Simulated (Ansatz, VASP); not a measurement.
# Two plane-wave programs on Re

INCAR

```
PREC = Accurate
ENCUT = 520
EDIFF = 1E-6
ISMEAR = 0
SIGMA = 0.15
LREAL = F
LASPH = T
NELM = 60
ALGO = Fast
ISIF = 2
LWAVE = F
LCHARG = F
GGA = PE
NBANDS = 10
```

Contents of KPOINTS:

```
Automatic mesh
0
Gamma
  10 10 10
```

The input POSCAR:

```
Re
1.0
    0.0000000000      1.8594924883      2.1700277339
    1.8594924883      0.0000000000      2.1700277339
    1.8594924883      1.8594924883      0.0000000000
Re
1
Direct
    0.0000000000      0.0000000000      0.0000000000
```

Input for Ansatz:

```yaml
crystal:
  lattice:
    - [0.0, 1.8594924883, 2.1700277339]
    - [1.8594924883, 0.0, 2.1700277339]
    - [1.8594924883, 1.8594924883, 0.0]
  atoms:
    - { symbol: Re, position: [0.0, 0.0, 0.0] }
basis:
  ecutwfc: 420
kpoints:
  mp_grid: { grid: [10, 10, 10] }
hamiltonian:
  xc: pbe
scf:
  occupations: { method: gaussian, width: 0.15 }
output:
  forces: true
  stress: true
  eigenvalues: true
```

Alike in both runs: task single point; functional PBE; k mesh 10 × 10 × 10; occupations gaussian, width 0.15 eV; no spin polarisation.

|  | VASP | Ansatz |
| --- | --- | --- |
| version | VASP 6.6.1 | Ansatz 0.2.0 |
| potentials or method | VASP PAW PBE potentials, release 64 (Re), cutoff 520 eV | scalar-relativistic, plane waves, PAW |
| valence electrons in the cell | 7 | 15 |

```tsv
	VASP	Ansatz	Ansatz less VASP
gap on the k mesh at the Fermi level (eV)	none	none	-
pressure (GPa)	3.0	3.7	+0.62
traceless stress, the component that is largest in VASP (GPa)	-28.01	-28.56	-0.548
```

A gap of «none» marks a metal or a gap that the smearing closes. The functional is the same, so the differences come from potentials, cutoffs and numerics. VASP's potentials hold 7 valence electrons a cell and Ansatz's 15, so a difference there can come from the potentials and not from the codes.

Spin-orbit coupling is off throughout.
